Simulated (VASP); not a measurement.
Set up this calculation in VASP 6.6.1, as the native input.

| Item | Value |
| --- | --- |
| Task | single point |
| Functional | PBE |
| Potentials or basis | VASP PAW PBE potentials, release 64 (Sc_sv, Al) |
| Cutoff | 520 eV |
| k mesh | 10 × 10 × 10 |
| Occupations | gaussian, width 0.1 eV |
| Spin | no spin polarisation |
| Dipole correction | no |
| Further INCAR settings | ALGO = Fast; EDIFF = 1e-06; NBANDS = 18 |

The structure of ScAl3 lies in POSCAR:

```
ScAl3
1.0
    4.0215248231      0.0000000000      0.0000000000
    0.0000000000      4.0215248231      0.0000000000
    0.0000000000      0.0000000000      4.0215248231
Sc Al
1 3
Direct
    0.0000000000      0.0000000000      0.0000000000
    0.5000000000      0.0000000000      0.5000000000
    0.0000000000      0.5000000000      0.5000000000
    0.5000000000      0.5000000000      0.0000000000
```

These files were run (other wordings do the same):

INCAR

```
SYSTEM = ScAl3
PREC = Accurate
ENCUT = 520
EDIFF = 1E-6
ISMEAR = 0
SIGMA = 0.1
LREAL = .FALSE.
LASPH = .TRUE.
NELM = 80
ALGO = Fast
ISIF = 2
LWAVE = .FALSE.
LCHARG = .TRUE.
GGA = PE
LELF = .TRUE.
LVHAR = .TRUE.
NBANDS = 18
```

KPOINTS

```
Automatic mesh
0
G
  10 10 10
  0 0 0
```

Potentials or basis: VASP PAW PBE potentials, release 64 (Sc_sv, Al).

Run with:

```console
$ cat potpaw_PBE.64/Sc_sv/POTCAR potpaw_PBE.64/Al/POTCAR > POTCAR
$ mpirun -np 1 vasp_std > vasp.out
```

It gave:

The pressure is 6.1 GPa. The band gap on the k mesh is zero (bands 10 and 11 overlap by 4.08 eV).

Caveat: the cell stands under pressure.

Run time: 61 s on 1 thread of Intel(R) Xeon(R) Platinum 8259CL CPU @ 2.50GHz (Skylake/Cascade Lake), with other jobs on the host, peak memory 0.2 GiB.
